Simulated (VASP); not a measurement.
# MgF2 (P4_2/mnm) in VASP: a series of runs, part 2 of 3

VASP 6.6.1.

### Step 3. Single point, HSE06 (strain -4.0%)

Contents of POSCAR:

```
MgF2
1.0
    4.4371353548      0.0000000000      0.0000000000
    0.0000000000      4.4371353548      0.0000000000
    0.0000000000      0.0000000000      2.9242672892
Mg F
2 4
Direct
    0.0000000000      0.0000000000      0.0000000000
    0.5000000000      0.5000000000      0.5000000000
    0.3010326328      0.3010326328      0.0000000000
    0.1989673672      0.8010326328      0.5000000000
    0.8010326328      0.1989673672      0.5000000000
    0.6989673672      0.6989673672      0.0000000000
```

Contents of INCAR.step1:

```
SYSTEM = MgF2
PREC = Accurate ; ENCUT = 520
EDIFF = 1E-5 ; ISMEAR = 0
SIGMA = 0.01 ; LREAL = .False.
LASPH = .True. ; NELM = 120
ALGO = Normal ; ISIF = 2
LWAVE = .True. ; LCHARG = .False.
GGA = PE ; NBANDS = 25
GGA_COMPAT = .False. ; KPAR = 4
```

Contents of INCAR.step2:

```
SYSTEM = MgF2
PREC = Accurate ; ENCUT = 520
EDIFF = 1E-6 ; ISMEAR = 0
SIGMA = 0.01 ; LREAL = .False.
LASPH = .True. ; NELM = 120
ALGO = Normal ; ISIF = 2
LWAVE = .False. ; LCHARG = .False.
GGA = PE ; LHFCALC = .True.
HFSCREEN = 0.2079 ; PRECFOCK = Normal
ISTART = 1 ; NBANDS = 25
GGA_COMPAT = .False. ; KPAR = 4
```

Contents of KPOINTS:

```
regular mesh
0
Gamma
  4 4 6
  0 0 0
```

Potentials or basis: VASP PAW PBE potentials, release 64 (Mg, F).

Started as:

```bash
$ cat potpaw_PBE.64/Mg/POTCAR potpaw_PBE.64/F/POTCAR > POTCAR
$ cp INCAR.step1 INCAR
$ mpirun -np 4 vasp_std > vasp.out
$ cp INCAR.step2 INCAR
$ mpirun -np 4 vasp_std > vasp.out
```

OUTCAR:

```text
SYSTEM = MgF2
   PREC = Accurate
   ENCUT = 520
   EDIFF = 1E-6
   ISMEAR = 0
   LREAL = .False.
   LASPH = .True.
   NELM = 120
   ISIF = 2
   GGA = PE
   LHFCALC = .True.
   HFSCREEN = 0.2079
   PRECFOCK = Normal
   ISTART = 1

 ion  position               nearest neighbor table
   1  0.000  0.000  0.000-   3 1.89   6 1.89   5 1.92   4 1.92   4 1.92   5 1.92   2 3.46   2 3.46
                             2 3.46   2 3.46   2 3.46   2 3.46   2 3.46   2 3.46
   2  0.500  0.500  0.500-   4 1.89   5 1.89   3 1.92   6 1.92   3 1.92   6 1.92   1 3.46   1 3.46
                             1 3.46   1 3.46   1 3.46   1 3.46   1 3.46   1 3.46
   3  0.301  0.301  0.000-   1 1.89   2 1.92   2 1.92
   4  0.199  0.801  0.500-   2 1.89   1 1.92   1 1.92
   5  0.801  0.199  0.500-   2 1.89   1 1.92   1 1.92
   6  0.699  0.699  0.000-   1 1.89   2 1.92   2 1.92

  LATTYP: Found a simple tetragonal cell.
 ALAT       =     4.4371353548
 C/A-ratio  =     0.6590439676

  Lattice vectors:

 A1 = (   4.4371353548,   0.0000000000,   0.0000000000)
 A2 = (   0.0000000000,   4.4371353548,   0.0000000000)
 A3 = (   0.0000000000,   0.0000000000,   2.9242672892)

Analysis of symmetry for initial positions (statically):
=====================================================================
 Subroutine PRICEL returns:
 Original cell was already a primitive cell.

 Routine SETGRP: Setting up the symmetry group for a
 simple tetragonal supercell.

 Subroutine GETGRP returns: Found 16 space group operations
 (whereof  8 operations were pure point group operations)
 out of a pool of 16 trial point group operations.

The static configuration has the point symmetry D_2h.
 The point group associated with its full space group is D_4h.

Analysis of symmetry for dynamics (positions and initial velocities):
=====================================================================
[... 146 lines left out ...]
   ENCUT4O =  -1.0   cutoff for four orbital integrals eV
   NKREDX  =     1    reduce k-point grid by
   NKREDY  =     1    reduce k-point grid by
   NKREDZ  =     1    reduce k-point grid by
   AEXX    =    0.2500 exact exchange contribution
   HFSCREEN=    0.2079 screening length (either q_TF or 0.3 A-1)
   HFSCREENC=   0.2079 screening length for correlation (either q_TF or 0.3 A-1)
   ENCUTFOCK=  -1.0 apply spherical cutoff to Coloumb kernel
   IVDW    =     0    specifies the selected vdW correction
   LEPSILON=     F    determine dielectric tensor
   LRPA    =     F    only Hartree local field effects (RPA)
 non-spin polarized calculation
 Gauss-broadening in eV      SIGMA  =   0.01
  energy-cutoff  :      520.00
  volume of cell :       57.57
 maximum number of plane-waves:      1575
 NGX is ok and might be reduce to    36
  NGX = 28; NGY = 28; NGZ = 18

 number of electron      31.9999996 magnetization

 Free energy of the ion-electron system (eV)
  ---------------------------------------------------
  ext. energy  EPLUGINS =         0.00000000
  ---------------------------------------------------
  free energy    TOTEN  =       -37.89747182 eV

  energy without entropy =      -37.89747182  energy(sigma->0) =      -37.89747182

 E-fermi :  -2.0369     XC(G=0):  -8.4716

 val. band max:       -2.1719455107   @ k =   0.0000   0.0000   0.0000
 cond. band min:       8.1811518829   @ k =   0.0000   0.0000   0.0000
 fundamental gap:     10.3530973936
 Fermi energy:        -2.0369084957

 k-point     1 :       0.0000    0.0000    0.0000
  band No.  band energies     occupation
      1     -25.0167      2.00000
      2     -23.9267      2.00000
      3     -23.9267      2.00000
      4     -23.7780      2.00000
      5      -6.9063      2.00000
      6      -5.3654      2.00000
[... 661 lines left out ...]
     24      17.1847      0.00000
     25      19.3143      0.00000

------------------------ aborting loop because EDIFF is reached ----------------------------------------

  FORCE on cell =-STRESS in cart. coord.  units (eV):
  Direction    XX          YY          ZZ          XY          YZ          ZX
  --------------------------------------------------------------------------------------
  -------------------------------------------------------------------------------------
  Total        6.2807309      6.2807309      6.7407823      0.0000000      0.0000000      0.0000000
  in kB      174.7826617    174.7826617    187.5851531      0.0000000      0.0000000      0.0000000
  external PRESSURE =     179.0501588 kB  Pullay stress =       0.0000000 kB

 VOLUME and BASIS-vectors are now :
 -----------------------------------------------------------------------------
  energy-cutoff  :      520.00
  volume of cell :       57.57
      direct lattice vectors                 reciprocal lattice vectors
     4.437135355  0.000000000  0.000000000     0.225370632  0.000000000  0.000000000
     0.000000000  4.437135355  0.000000000     0.000000000  0.225370632  0.000000000
     0.000000000  0.000000000  2.924267289     0.000000000  0.000000000  0.341966004

 POSITION                                       TOTAL-FORCE (eV/Angst)
 -----------------------------------------------------------------------------------
      0.00000      0.00000      0.00000         0.000000      0.000000      0.000000
      2.21857      2.21857      1.46213         0.000000      0.000000      0.000000
      1.33572      1.33572      0.00000         0.011508      0.011508      0.000000
      0.88285      3.55429      1.46213        -0.011508      0.011508     -0.000000
      3.55429      0.88285      1.46213         0.011508     -0.011508      0.000000
      3.10141      3.10141      0.00000        -0.011508     -0.011508     -0.000000
 -----------------------------------------------------------------------------------
    total drift:                                0.000662      0.000661     -0.000032

  FREE ENERGIE OF THE ION-ELECTRON SYSTEM (eV)
  ---------------------------------------------------
  free  energy   TOTEN  =       -37.8974718218 eV

  energy  without entropy=      -37.8974718218  energy(sigma->0) =      -37.89747182
```

OSZICAR.step1:

```text
N       E                     dE             d eps       ncg     rms          rms(c)
DAV:   1     0.157460946936E+03    0.15746E+03   -0.18428E+04  1264   0.123E+03
DAV:   2    -0.267480082268E+02   -0.18421E+03   -0.17935E+03  1438   0.291E+02
DAV:   3    -0.335019782750E+02   -0.67540E+01   -0.67367E+01  1517   0.528E+01
DAV:   4    -0.335370108116E+02   -0.35033E-01   -0.35028E-01  1348   0.428E+00
DAV:   5    -0.335371705764E+02   -0.15976E-03   -0.15976E-03  1463   0.282E-01    0.103E+01
DAV:   6    -0.308675210309E+02    0.26696E+01   -0.77817E+00  1364   0.206E+01    0.284E+00
DAV:   7    -0.308898018624E+02   -0.22281E-01   -0.12212E-01  1248   0.236E+00    0.188E+00
DAV:   8    -0.309221632411E+02   -0.32361E-01   -0.44868E-02  1244   0.211E+00    0.217E-01
DAV:   9    -0.309219943652E+02    0.16888E-03   -0.12885E-03  1571   0.265E-01    0.752E-02
DAV:  10    -0.309224156171E+02   -0.42125E-03   -0.48790E-04  1253   0.153E-01    0.248E-02
DAV:  11    -0.309224118247E+02    0.37925E-05   -0.14272E-05  1140   0.330E-02
   1 F= -.30922412E+02 E0= -.30922412E+02  d E =-.918249E-72
```

It took 14 min on 4 MPI ranks of Intel Xeon 6975P-C (Granite Rapids), shared host; peak memory 0.3 GiB.

What came out:

| Quantity | Value |
| --- | --- |
| Free energy | -37.8975 eV |
| Pressure | 17.9 GPa |
| Largest force | 0.016 eV/Å |
| Band gap on the k mesh | 10.35 eV |

Forces in eV/Å, atoms in the order of the input:
```
Mg   0.000  0.000  0.000
Mg   0.000  0.000  0.000
F    0.012  0.012  0.000
F   -0.012  0.012  0.000
F    0.012 -0.012  0.000
F   -0.012 -0.012  0.000
```

Caveat: the cell differs from its parent crystal (strain -4.0%); the cell stands under pressure; the structure was generated, so it needn't be the stable form of MgF2; the PAW data sets were made with another functional, which shifts forces and pressure a little.

[end of part 2 of 3]
